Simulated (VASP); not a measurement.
PbO, 4 atoms in the cell. Symmetry: Pm, No. 6, monoclinic system. The conventional cell has a = 4.057 Å, b = 4.057 Å, c = 5.597 Å, α = 90.00°, β = 90.00°, γ = 90.00°. Pb (site symmetry m) has 4 O at 2.35 Å within 3.1 Å. Pb (site symmetry m) has 4 O at 2.25 to 2.46 Å within 3.0 Å. Within 3.0 Å of O (site symmetry m) lie 4 Pb at 2.25 to 2.46 Å and 4 O at 2.87 Å. Within 3.1 Å of O (site symmetry m) lie 4 Pb at 2.35 Å and 4 O at 2.87 Å.  This cell differs from its parent crystal: atom 2 (Pb) moved 0.12 Å along y.

```yaml
Program: VASP 6.6.1
Task: single point
Functional: PBE
Potentials_or_basis: VASP PAW PBE potentials, release 64 (Pb_d, O)
Cutoff: 520 eV
k_mesh: 8 × 8 × 6
Occupations: gaussian, width 0.05 eV
Spin: no spin polarisation
Dipole_correction: no
Further_INCAR_settings: ALGO = Normal; EDIFF = 1e-06; NBANDS = 28
```

Potentials or basis: VASP PAW PBE potentials, release 64 (Pb_d, O).

Command:

```console
$ cat potpaw_PBE.64/Pb_d/POTCAR potpaw_PBE.64/O/POTCAR > POTCAR
$ mpirun -np 1 vasp_std > vasp.out
```

Hardware: 1 thread of AMD EPYC 9R14 (Zen 4) (shared host).

Problem. Estimate the wall time of this run.

Solution. It took 3.4 min on 1 thread of AMD EPYC 9R14 (Zen 4), on a shared host, peak memory 0.35 GiB. Counts: scf iterations 15, k points 130.
